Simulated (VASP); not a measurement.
# C (Ia-3d) in VASP: single point with PBE

Aim: the single point of C with PBE.

Everything below comes from runs of VASP 6.6.1. Logs are shortened: lines on timing, memory, paths and dates and some standing lists are left out, and cuts for length are marked.

## 1. The cell of the first run

Symmetry: Ia-3d, No. 230, cubic system. Conventional cell: a = 5.171 Å, b = 5.171 Å, c = 5.171 Å, α = 90.00°, β = 90.00°, γ = 90.00°. C (site symmetry -4) has 4 C at 1.58 Å within 2.1 Å.

## 2. Single point, PBE

Input file POSCAR:

```
C
1.0
   -2.5855220273      2.5855220273      2.5855220273
    2.5855220273     -2.5855220273      2.5855220273
    2.5855220273      2.5855220273     -2.5855220273
C
12
Direct
    0.1250000000      0.7500000000      0.8750000000
    0.7500000000      0.3750000000      0.6250000000
    0.6250000000      0.3750000000      0.2500000000
    0.7500000000      0.8750000000      0.1250000000
    0.1250000000      0.8750000000      0.2500000000
    0.2500000000      0.1250000000      0.8750000000
    0.8750000000      0.1250000000      0.7500000000
    0.3750000000      0.6250000000      0.7500000000
    0.3750000000      0.2500000000      0.6250000000
    0.8750000000      0.2500000000      0.1250000000
    0.2500000000      0.6250000000      0.3750000000
    0.6250000000      0.7500000000      0.3750000000
```

Input file INCAR.step1:

```
PREC     = Accurate       # precision mode
ENCUT    = 520            # plane-wave cutoff, eV
EDIFF    = 1E-7           # SCF threshold, eV
ISMEAR   = 0              # smearing method
SIGMA    = 0.02           # smearing width, eV
LREAL    = F              # projectors in reciprocal space
LASPH    = T              # aspherical terms in the spheres
NELM     = 100            # most SCF steps
ALGO     = Normal         # electronic algorithm
ISIF     = 2              # what is computed and relaxed
LWAVE    = F              # write WAVECAR
LCHARG   = T              # write CHGCAR
GGA      = PE             # functional
NBANDS   = 36             # bands
```

Input file KPOINTS.step1:

```
Automatic mesh
0
Gamma
  8 8 8
```

Input file INCAR.step2:

```
PREC     = Accurate       # precision mode
ENCUT    = 520            # plane-wave cutoff, eV
EDIFF    = 1E-7           # SCF threshold, eV
ISMEAR   = -5             # smearing method
SIGMA    = 0.02           # smearing width, eV
LREAL    = F              # projectors in reciprocal space
LASPH    = T              # aspherical terms in the spheres
NELM     = 100            # most SCF steps
ALGO     = Normal         # electronic algorithm
ISIF     = 2              # what is computed and relaxed
LWAVE    = F              # write WAVECAR
LCHARG   = F              # write CHGCAR
GGA      = PE             # functional
LORBIT   = 11             # projections on sites
NBANDS   = 36             # bands
NEDOS    = 2001           # points of the DOS
ICHARG   = 11             # starting density
```

Input file KPOINTS.step2:

```
Automatic mesh
0
Gamma
  12 12 12
```

Potentials or basis: VASP PAW PBE potentials, release 64 (C).

On the command line:

```
> cat potpaw_PBE.64/C/POTCAR > POTCAR
> cp INCAR.step1 INCAR
> cp KPOINTS.step1 KPOINTS
> mpirun -np 1 vasp_std > vasp.out
> cp INCAR.step2 INCAR
> cp KPOINTS.step2 KPOINTS
> mpirun -np 1 vasp_std > vasp.out
```

OUTCAR:

```text
PREC = Accurate
   ENCUT = 520
   EDIFF = 1E-7
   ISMEAR = -5
   LREAL = F
   LASPH = T
   NELM = 100
   ISIF = 2
   GGA = PE
   LORBIT = 11
   ICHARG = 11

 ion  position               nearest neighbor table
   1  0.125  0.750  0.875-   5 1.58   6 1.58   8 1.58   2 1.58
   2  0.750  0.375  0.625-   3 1.58   7 1.58   9 1.58   1 1.58
   3  0.625  0.375  0.250-   2 1.58   6 1.58  10 1.58  12 1.58
   4  0.750  0.875  0.125-  12 1.58   8 1.58  10 1.58   5 1.58
   5  0.125  0.875  0.250-   1 1.58   4 1.58   9 1.58  11 1.58
   6  0.250  0.125  0.875-   9 1.58   3 1.58   7 1.58   1 1.58
   7  0.875  0.125  0.750-   2 1.58   6 1.58  10 1.58  12 1.58
   8  0.375  0.625  0.750-   1 1.58   4 1.58   9 1.58  11 1.58
   9  0.375  0.250  0.625-   6 1.58   5 1.58   2 1.58   8 1.58
  10  0.875  0.250  0.125-   3 1.58   4 1.58   7 1.58  11 1.58
  11  0.250  0.625  0.375-   5 1.58   8 1.58  12 1.58  10 1.58
  12  0.625  0.750  0.375-   4 1.58   3 1.58   7 1.58  11 1.58

  LATTYP: Found a body centered cubic cell.
 ALAT       =     5.1710440546

  Lattice vectors:

 A1 = (  -2.5855220273,   2.5855220273,   2.5855220273)
 A2 = (   2.5855220273,  -2.5855220273,   2.5855220273)
 A3 = (   2.5855220273,   2.5855220273,  -2.5855220273)

Analysis of symmetry for initial positions (statically):
=====================================================================
 Subroutine PRICEL returns:
 Original cell was already a primitive cell.

 Routine SETGRP: Setting up the symmetry group for a
 body centered cubic supercell.

 Subroutine GETGRP returns: Found 48 space group operations
 (whereof  6 operations were pure point group operations)
 out of a pool of 48 trial point group operations.

The static configuration has the point symmetry S_6 .
 The point group associated with its full space group is O_h .

Analysis of symmetry for dynamics (positions and initial velocities):
=====================================================================
 Subroutine PRICEL returns:
 Original cell was already a primitive cell.

 Routine SETGRP: Setting up the symmetry group for a
 body centered cubic supercell.

 Subroutine GETGRP returns: Found 48 space group operations
 (whereof  6 operations were pure point group operations)
 out of a pool of 48 trial point group operations.

The dynamic configuration has the point symmetry S_6 .
 The point group associated with its full space group is O_h .

 Subroutine INISYM returns: Found 48 space group operations
 (whereof  6 operations are pure point group operations),
 and found     1 'primitive' translations

----------------------------------------------------------------------------------------

                                     Primitive cell

  volume of cell :      69.1361

  direct lattice vectors                    reciprocal lattice vectors
    -2.585522027  2.585522027  2.585522027     0.000000000  0.193384545  0.193384545
     2.585522027 -2.585522027  2.585522027     0.193384545  0.000000000  0.193384545
     2.585522027  2.585522027 -2.585522027     0.193384545  0.193384545  0.000000000

  length of vectors
     4.478255515  4.478255515  4.478255515     0.273487046  0.273487046  0.273487046

  position of ions in fractional coordinates (direct lattice)
     0.125000000  0.750000000  0.875000000
     0.750000000  0.375000000  0.625000000
     0.625000000  0.375000000  0.250000000
     0.750000000  0.875000000  0.125000000
     0.125000000  0.875000000  0.250000000
     0.250000000  0.125000000  0.875000000
     0.875000000  0.125000000  0.750000000
     0.375000000  0.625000000  0.750000000
     0.375000000  0.250000000  0.625000000
     0.875000000  0.250000000  0.125000000
     0.250000000  0.625000000  0.375000000
     0.625000000  0.750000000  0.375000000

  ion indices of the primitive-cell ions
   primitive index   ion index
                 1           1
                 2           2
                 3           3
                 4           4
                 5           5
                 6           6
                 7           7
                 8           8
                 9           9
[... 29 lines left out ...]

 Found     72 irreducible k-points:

 Following reciprocal coordinates:
            Coordinates               Weight
  0.000000  0.000000  0.000000      1.000000
  0.083333  0.000000  0.000000     12.000000
  0.166667  0.000000  0.000000     12.000000
  0.250000  0.000000  0.000000     12.000000
  0.333333  0.000000  0.000000     12.000000
  0.416667  0.000000  0.000000     12.000000
[... 16 lines left out ...]
  0.333333  0.083333  0.083333     24.000000
  0.416667  0.083333  0.083333     12.000000
 [... further k-points ...]
   k-points           NKPTS =     72   k-points in BZ     NKDIM =     72   number of bands    NBANDS=     36
   number of dos      NEDOS =   2001   number of ions     NIONS =     12
   total plane-waves  NPLWV =  46656
   dimension x,y,z NGX =    36 NGY =   36 NGZ =   36
   dimension x,y,z NGXF=    72 NGYF=   72 NGZF=   72
   ions per type =              12
   NGX,Y,Z   is equivalent  to a cutoff of  13.36, 13.36, 13.36 a.u.
   NGXF,Y,Z  is equivalent  to a cutoff of  26.73, 26.73, 26.73 a.u.
 SYSTEM =  unknown system
   PREC   = accura    normal or accurate (medium, high low for compatibility)
   ISTART =      0    job   : 0-new  1-cont  2-samecut
   ICHARG =     11    charge: 1-file 2-atom 10-const
   ISPIN  =      1    spin polarized calculation?
   LNONCOLLINEAR =      F non collinear calculations
   LSORBIT =      F    spin-orbit coupling
   LASPH  =      T    aspherical Exc in radial PAW
   ENCUT  =  520.0 eV  38.22 Ry    6.18 a.u.   8.33  8.33  8.33*2*pi/ulx,y,z
   NELM   =    100;   NELMIN=  2; NELMDL=  0     # of ELM steps
   EDIFF  = 0.1E-06   stopping-criterion for ELM
   LREAL  =      F    real-space projection
   EDIFFG = 0.1E-05   stopping-criterion for IOM
   NSW    =      0    number of steps for IOM
   IBRION =     -1    ionic relax: 0-MD 1-quasi-New 2-CG
   NFREE  =      0    steps in history (QN), initial steepest desc. (CG)
   ISIF   =      2    stress and relaxation
   ISYM   =      2    0-nonsym 1-usesym 2-fastsym
   POTIM  = 0.5000    time-step for ionic-motion
   TEBEG  =    0.0;   TEEND  =   0.0 temperature during run
   PSTRESS=    0.0 pullay stress
   NELECT =      48.0000    total number of electrons
   NUPDOWN=      -1.0000    fix difference up-down
   EMIN   =  10.00;   EMAX   =-10.00  energy-range for DOS
   EFERMI =   0.00;   METHOD = LEGACY
   ISMEAR =    -5;   SIGMA  =   0.02  broadening in eV -4-tet -1-fermi 0-gaus
   EFERMI_NEDOS =   21; number of points for ismear=-14 and -15
   IALGO  =     38    algorithm
   IMIX   =      4    mixing-type and parameters
     AMIX     =   0.40;   BMIX     =  1.00
     AMIX_MAG =   1.60;   BMIX_MAG =  1.00
  volume/ion in A,a.u.               =       5.76        38.88
  Fermi-wavevector in a.u.,A,eV,Ry     =   1.449618  2.739381 28.591191  2.101393
  Thomas-Fermi vector in A             =   2.567324
   LORBIT       =     11    0 simple, 1 ext, 2 COOP (PROOUT), +10 PAW based schemes
   GGA     = PE    functional components
   LHFCALC =     F    Hartree Fock is set to
   AEXX    =    0.0000 exact exchange contribution
   IVDW    =     0    specifies the selected vdW correction
   LEPSILON=     F    determine dielectric tensor
   LRPA    =     F    only Hartree local field effects (RPA)
 non-spin polarized calculation
 Fermi weights with tetrahedron method with Bloechl corrections
  energy-cutoff  :      520.00
  volume of cell :       69.14
 maximum number of plane-waves:      1894
 NGX is ok and might be reduce to    36

 number of electron      47.9999989 magnetization

 Free energy of the ion-electron system (eV)
  ---------------------------------------------------
  ext. energy  EPLUGINS =         0.00000000
  ---------------------------------------------------
  free energy    TOTEN  =       -98.42343283 eV

  energy without entropy =      -98.42343283  energy(sigma->0) =      -98.42343283

 E-fermi :   8.9283     XC(G=0): -13.3008

 val. band max:        8.9171804851   @ k =   0.0000   0.0000   0.0000
 cond. band min:      10.8333843978   @ k =   0.0000   0.0000   0.0000
 fundamental gap:      1.9162039127
 Fermi energy:         8.9283374577

 k-point     1 :       0.0000    0.0000    0.0000
  band No.  band energies     occupation
      1     -11.7060      2.00000
      2      -4.2783      2.00000
      3      -4.2783      2.00000
      4      -4.1508      2.00000
      5      -4.1508      2.00000
      6      -4.1508      2.00000
[... 925 lines left out ...]
     35      18.7441      0.00000
     36      18.7954      0.00000

 [... further k-points ...]

------------------------ aborting loop because EDIFF is reached ----------------------------------------

  FORCE on cell =-STRESS in cart. coord.  units (eV):
  Direction    XX          YY          ZZ          XY          YZ          ZX
  --------------------------------------------------------------------------------------
  -------------------------------------------------------------------------------------
  Total        0.2505963      0.2505963      0.2505963      0.0000000     -0.0000000      0.0000000
  in kB        5.8073829      5.8073829      5.8073829      0.0000000     -0.0000000      0.0000000
  external PRESSURE =       5.8073829 kB  Pullay stress =       0.0000000 kB

 VOLUME and BASIS-vectors are now :
 -----------------------------------------------------------------------------
  energy-cutoff  :      520.00
  volume of cell :       69.14
      direct lattice vectors                 reciprocal lattice vectors
    -2.585522027  2.585522027  2.585522027     0.000000000  0.193384545  0.193384545
     2.585522027 -2.585522027  2.585522027     0.193384545  0.000000000  0.193384545
     2.585522027  2.585522027 -2.585522027     0.193384545  0.193384545  0.000000000

 POSITION                                       TOTAL-FORCE (eV/Angst)
 -----------------------------------------------------------------------------------
      3.87828      0.64638      0.00000         0.000000      0.000000      0.000000
      0.64638      2.58552      1.29276        -0.000000      0.000000     -0.000000
      0.00000      1.29276      1.93914         0.000000     -0.000000      0.000000
      0.64638      0.00000      3.87828         0.000000     -0.000000      0.000000
      2.58552     -1.29276      1.93914        -0.000000     -0.000000      0.000000
      1.93914      2.58552     -1.29276        -0.000000     -0.000000     -0.000000
      0.00000      3.87828      0.64638        -0.000000      0.000000      0.000000
      2.58552      1.29276      0.64638         0.000000      0.000000      0.000000
      1.29276      1.93914      0.00000        -0.000000      0.000000      0.000000
     -1.29276      1.93914      2.58552        -0.000000     -0.000000      0.000000
      1.93914      0.00000      1.29276         0.000000     -0.000000      0.000000
      1.29276      0.64638      2.58552         0.000000      0.000000     -0.000000
 -----------------------------------------------------------------------------------
    total drift:                                0.000000      0.000000      0.000000

  FREE ENERGIE OF THE ION-ELECTRON SYSTEM (eV)
  ---------------------------------------------------
  free  energy   TOTEN  =       -98.4234328257 eV

  energy  without entropy=      -98.4234328257  energy(sigma->0) =      -98.42343283

 total charge

# of ion       s       p       d       tot
------------------------------------------
    1        0.838   1.653   0.000   2.491
    2        0.838   1.653   0.000   2.491
    3        0.838   1.653   0.000   2.491
    4        0.838   1.653   0.000   2.491
    5        0.838   1.653   0.000   2.491
    6        0.838   1.653   0.000   2.491
    7        0.838   1.653   0.000   2.491
    8        0.838   1.653   0.000   2.491
    9        0.838   1.653   0.000   2.491
   10        0.838   1.653   0.000   2.491
   11        0.838   1.653   0.000   2.491
   12        0.838   1.653   0.000   2.491
--------------------------------------------------
tot         10.053  19.841   0.000  29.894
```

It took 5 min on 1 thread of Intel Xeon 8259CL, shared host; peak memory 0.26 GiB.

Results:

- Valence electrons inside the program's atomic spheres: C 2.49

Levels at points of the mesh, in eV from the valence-band top:
```csv
k point,band 21,band 22,band 23,band 24,band 25,band 26,band 27,band 28
"(0.00, 0.00, 0.00)",-0.88,0.00,0.00,0.00,1.92,6.20,6.20,6.20
"(0.50, 0.00, 0.00)",-1.71,-1.71,-1.06,-1.06,5.26,5.26,5.51,5.51
"(0.50, 0.50, 0.50)",-1.30,-1.30,-1.30,-1.30,4.60,4.60,4.60,4.60
```
